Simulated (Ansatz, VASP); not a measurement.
## One calculation of Cd2As, two programs

Contents of INCAR:

```
SYSTEM = Cd2As
ALGO = Normal ; EDIFF = 1E-6
ENCUT = 520 ; GGA = PE
ISIF = 2 ; ISMEAR = 0
LASPH = .TRUE. ; LCHARG = .FALSE.
LREAL = .FALSE. ; LWAVE = .FALSE.
NBANDS = 22 ; NELM = 60
PREC = Accurate ; SIGMA = 0.1
```

KPOINTS

```
k-points
0
G
  6 6 6
  0 0 0
```

File POSCAR:

```
Cd2As
1.0
    0.0000000000      3.2248227318      3.2248227318
    3.2248227318      0.0000000000      3.2248227318
    3.2248227318      3.2248227318      0.0000000000
Cd As
2 1
Direct
    0.2500000000      0.2500000000      0.2500000000
    0.7500000000      0.7500000000      0.7500000000
    0.0000000000      0.0000000000      0.0000000000
```

Input for Ansatz:

```yaml
crystal:
  lattice:
    - [0.0, 3.2248227318, 3.2248227318]
    - [3.2248227318, 0.0, 3.2248227318]
    - [3.2248227318, 3.2248227318, 0.0]
  atoms:
    - { symbol: Cd, position: [0.25, 0.25, 0.25] }
    - { symbol: Cd, position: [0.75, 0.75, 0.75] }
    - { symbol: As, position: [0.0, 0.0, 0.0] }
basis:
  ecutwfc: 420
kpoints:
  mp_grid: { grid: [6, 6, 6] }
hamiltonian:
  xc: pbe
scf:
  occupations: { method: gaussian, width: 0.1 }
  lower_state_search: "off"
output:
  forces: true
  stress: true
  eigenvalues: true
```

Alike in both runs: task single point; functional PBE; k mesh 6 × 6 × 6; occupations gaussian, width 0.1 eV; no spin polarisation.

```csv
,VASP,Ansatz
version,VASP 6.6.1,Ansatz 0.2.0
potentials or method,"VASP PAW PBE potentials, release 64 (Cd, As), cutoff 520 eV","scalar-relativistic, plane waves, PAW"
valence electrons in the cell,29,55
```

Ansatz gave:

```
gap on the k mesh at the Fermi level (eV) : none
pressure (GPa)                            : 8.1
```

Question: Estimate VASP's values.

Answer: gap on the k mesh at the Fermi level (eV): none; pressure (GPa): 8.5.

A gap of «none» marks a metal or a gap that the smearing closes. VASP's potentials hold 29 valence electrons a cell and Ansatz's 55, so a difference there can come from the potentials and not from the codes.
